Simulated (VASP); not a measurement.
Set up this calculation in VASP 6.6.1, as the native input.

| Item | Value |
| --- | --- |
| Task | single point |
| Functional | PBEsol |
| Potentials or basis | VASP PAW PBE potentials, release 64 (Cu) |
| Cutoff | 520 eV |
| k mesh | 10 × 10 × 10 |
| Occupations | fermi-dirac, width 0.1 eV |
| Spin | no spin polarisation |
| Dipole correction | no |
| Further INCAR settings | ALGO = Normal; EDIFF = 1e-07; NBANDS = 12 |

The structure of Cu lies in POSCAR:

```
Cu
1.0
    2.1654130643      0.0000000000      0.0000000000
    0.0000000000      2.1654130643      0.0000000000
    0.0000000000      0.0000000000      2.1654130643
Cu
1
Direct
    0.0000000000      0.0000000000      0.0000000000
```

The input as run:

INCAR

```
SYSTEM = Cu
  PREC = Accurate
  ENCUT = 520
  EDIFF = 1E-7
  ISMEAR = -1
  SIGMA = 0.1
  LREAL = .FALSE.
  LASPH = .TRUE.
  NELM = 80
  ALGO = Normal
  ISIF = 2
  LWAVE = .FALSE.
  LCHARG = .FALSE.
  GGA = PS
  NBANDS = 12
```

KPOINTS

```
regular mesh
0
G
  10 10 10
  0 0 0
```

Potentials or basis: VASP PAW PBE potentials, release 64 (Cu).

Launch:

```bash
$ cat potpaw_PBE.64/Cu/POTCAR > POTCAR
$ mpirun -np 1 vasp_std > vasp.out
```

It gave:

| Quantity | Value |
| --- | --- |
| Pressure | 60.6 GPa |

Caveat: the PAW data sets were made with another functional, which shifts forces and pressure a little.

Wall time 5.6 s on 1 thread of Intel Xeon 8259CL, on a shared host, peak memory 0.11 GiB.
